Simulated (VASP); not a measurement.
Here is a VASP 6.6.1 calculation.

File INCAR:

```
  PREC = Accurate
  ENCUT = 520
  EDIFF = 1E-6
  ISMEAR = 0
  SIGMA = 0.1
  LREAL = False
  LASPH = True
  NELM = 100
  ALGO = Normal
  ISIF = 2
  LWAVE = False
  LCHARG = False
  GGA = PE
  NBANDS = 16
```

Contents of KPOINTS:

```
regular mesh
0
Gamma
  8 8 16
```

File POSCAR:

```
CuH4
1.0
    2.9768825237     -4.4388911903      0.0000000000
    2.9768825237      4.4388911903      0.0000000000
    0.0000000000      0.0000000000      2.4041448011
Cu H
1 4
Direct
    0.0000000000      0.0000000000      0.0000000000
    0.5630734617      0.5630734617      0.0000000000
    0.4369265383      0.4369265383      0.0000000000
    0.1236435142      0.8763564858      0.5000000000
    0.8763564858      0.1236435142      0.5000000000
```

Potentials or basis: VASP PAW PBE potentials, release 64 (Cu, H).

Launch:

```console
$ cat potpaw_PBE.64/Cu/POTCAR potpaw_PBE.64/H/POTCAR > POTCAR
$ mpirun -np 1 vasp_std > vasp.out
```

Task: What does it give for the pressure?

Result: -0.1 GPa.

Task: Estimate the largest force.

Result: 0.018 eV/Å.

Forces on the atoms (eV/Å):
```
Cu   0.000  0.000  0.000
H   -0.017  0.000  0.000
H    0.017  0.000  0.000
H    0.000 -0.018  0.000
H    0.000  0.018  0.000
```
